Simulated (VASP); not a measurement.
**Cu3Re: relaxation of cell and atoms with PBE**

Crystal: Cu3Re.

```xyz
4
Lattice="3.4816 0.0000 0.0000 0.0000 3.4816 0.0000 0.0000 0.0000 4.8651" Properties=species:S:1:pos:R:3 pbc="T T T"
Cu    1.7408    1.7408    1.1880
Cu    1.7408    1.7408    3.6771
Cu    0.0000    0.0000    0.0000
Re    0.0000    0.0000    2.4325
```

The cell was generated, and may not be a known phase.

```yaml
Program: VASP 6.6.1
Task: relaxation of cell and atoms
Functional: PBE
Potentials_or_basis: VASP PAW PBE potentials, release 64 (Cu_sv_GW, Re_sv_GW)
Cutoff: 820 eV
k_mesh: 6 × 6 × 4
Occupations: gaussian, width 0.1 eV
Spin: no spin polarisation
Dipole_correction: no
Further_INCAR_settings: ALGO = Normal; EDIFF = 1e-07; IBRION = 2; EDIFFG = -0.04; NSW = 90; ISIF = 3
```

```yaml
Relaxed_volume: 12.38 Å³/atom
Relaxed_cell: a = 2.707 Å, b = 2.707 Å, c = 6.758 Å, α = 90.00°, β = 90.00°, γ = 90.00°
Space_group_after_relaxing_to_0.1_Å: P4/mmm (No. 123)
Energy_gained_by_relaxing: 501.5 meV/atom
Ionic_steps: 16
Pressure_after_relaxing: 0.1 GPa
Largest_force_after_relaxing: 0.038 eV/Å
Band_gap_on_the_k_mesh: zero (bands 36 and 37 overlap by 4.01 eV)
```

Forces in eV/Å, atoms in the order of the input:
```
Cu   0.000  0.000  0.038
Cu   0.000  0.000 -0.038
Cu   0.000  0.000  0.000
Re   0.000  0.000  0.000
```

Stress tensor (GPa, compression positive):
```
 0.22  0.00  0.00
 0.00  0.22  0.00
 0.00  0.00 -0.25
```

The path:
```csv
step,energy change (eV),largest force (eV/Å),pressure (GPa),volume (Å³)
1,0.0000,0.6460,-13.12,58.97
2,-1.2435,0.7274,12.02,48.85
3,-1.2438,0.7152,11.76,48.91
4,-1.6512,0.4814,-3.26,51.45
5,-1.6740,0.4371,-5.06,51.88
6,-1.6977,0.3386,-8.10,52.70
7,-1.8744,0.4741,6.04,48.92
8,-1.8701,0.4816,12.77,47.51
9,-1.8788,0.5012,9.48,48.17
10,-1.9466,0.2092,9.70,47.83
11,-1.9219,0.1042,9.89,47.41
12,-1.9520,0.1061,9.85,47.71
13,-2.0009,0.0068,2.89,48.94
14,-2.0061,0.0485,0.06,49.48
15,-2.0061,0.0528,-0.07,49.52
16,-2.0062,0.0379,0.06,49.53
```

Final structure:
```
CELL_PARAMETERS angstrom
2.70702 0.00000 0.00000
0.00000 2.70702 0.00000
0.00000 0.00000 6.75840
ATOMIC_POSITIONS crystal
Cu 0.50000 0.50000 0.23346
Cu 0.50000 0.50000 0.76654
Cu 0.00000 0.00000 0.00000
Re 0.00000 0.00000 0.50000
```

Levels at points of the mesh, in eV from the Fermi level:
| k point | band 33 | band 34 | band 35 | band 36 | band 37 | band 38 | band 39 | band 40 |
| --- | --- | --- | --- | --- | --- | --- | --- | --- |
| (0.00, 0.00, 0.00) | -2.17 | -2.04 | -1.87 | -1.07 | 0.91 | 0.91 | 2.36 | 3.51 |
| (0.50, 0.00, 0.00) | -1.89 | -1.38 | -1.17 | -1.04 | -0.68 | -0.04 | 1.43 | 2.60 |
| (0.50, 0.50, 0.00) | -0.71 | -0.71 | 0.60 | 0.60 | 0.82 | 4.48 | 6.00 | 6.09 |
| (0.00, 0.00, 0.50) | -2.00 | -1.86 | -1.84 | -0.32 | 0.79 | 0.79 | 1.46 | 2.36 |
| (0.50, 0.00, 0.50) | -1.94 | -1.81 | -1.12 | -0.80 | -0.80 | -0.10 | 1.42 | 4.36 |
| (0.50, 0.50, 0.50) | -1.88 | -1.68 | 0.80 | 3.21 | 3.21 | 3.52 | 3.52 | 4.48 |

Wall time 43 min on 1 thread of Intel(R) Xeon(R) Platinum 8488C (Sapphire Rapids), on a shared host, peak memory 0.41 GiB.

Caveat: the volume moved by over 15 % at a fixed basis, so the end points are rough; spin-orbit coupling is left out, which moves the levels of the heavy elements.
